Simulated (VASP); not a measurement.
ZrO2: relaxation of cell and atoms with r2SCAN

The system is ZrO2.

```xyz
3
Lattice="0.0000 2.5579 2.5579 2.5579 0.0000 2.5579 2.5579 2.5579 0.0000" Properties=species:S:1:pos:R:3 pbc="T T T"
Zr    0.0000    0.0000    0.0000
O     3.8368    3.8368    3.8368
O     1.2789    1.2789    1.2789
```

```json
{
  "Program": "VASP 6.6.1",
  "Task": "relaxation of cell and atoms",
  "Functional": "r2SCAN",
  "Potentials or basis": "VASP PAW PBE potentials, release 64 (Zr_sv, O)",
  "Cutoff": "660 eV",
  "k mesh": "8 × 8 × 8",
  "Occupations": "fermi-dirac, width 0.02 eV",
  "Spin": "no spin polarisation",
  "Dipole correction": "no",
  "Further INCAR settings": "ALGO = Normal; EDIFF = 1e-07; IBRION = 2; EDIFFG = -0.005; NSW = 80; ISIF = 3"
}
```

| Quantity | Value |
| --- | --- |
| Relaxed volume | 10.99 Å³/atom |
| Relaxed cell | a = 3.599 Å, b = 3.599 Å, c = 3.599 Å, α = 60.00°, β = 60.00°, γ = 60.00° |
| Space group after relaxing (to 0.1 Å) | Fm-3m (No. 225) |
| Energy gained by relaxing | 2.0 meV/atom |
| Ionic steps | 3 |
| Pressure after relaxing | 0.0 GPa |
| Band gap on the k mesh | 3.87 eV (least direct gap 4.28 eV) |

The path:
```csv
step,energy change (eV),largest force (eV/Å),pressure (GPa),volume (Å³)
1,0.0000,0.0000,-3.82,33.47
2,0.0088,0.0000,6.39,32.20
3,-0.0061,0.0000,-0.02,32.97
```

Final structure:
```
Zr O
1.0
     0.00000    2.54497    2.54497
     2.54497    0.00000    2.54497
     2.54497    2.54497    0.00000
Zr O
1 2
Direct
  0.00000 0.00000 0.00000
  0.75000 0.75000 0.75000
  0.25000 0.25000 0.25000
```

Levels at points of the mesh, in eV from the valence-band top:
```
           k point  band 8  band 9  band 10  band 11  band 12  band 13  band 14  band 15  band 16
(0.00, 0.00, 0.00)   -5.32   -5.32    -0.55    -0.55    -0.55     3.87     3.87     7.18     9.97
(0.50, 0.00, 0.00)   -4.27   -2.59    -2.50    -1.68    -1.68     4.49     4.49     6.62     9.05
(0.50, 0.50, 0.00)   -3.22   -3.22    -1.52    -1.52     0.00     4.28     5.25     6.38     7.82
```

It took 2.4 min on 1 thread of Intel(R) Xeon(R) 6975P-C (Granite Rapids) (shared host), peak memory 0.19 GiB.

Caveat: the PAW data sets were made with another functional, which shifts forces and pressure a little. A k mesh can miss the band edges.
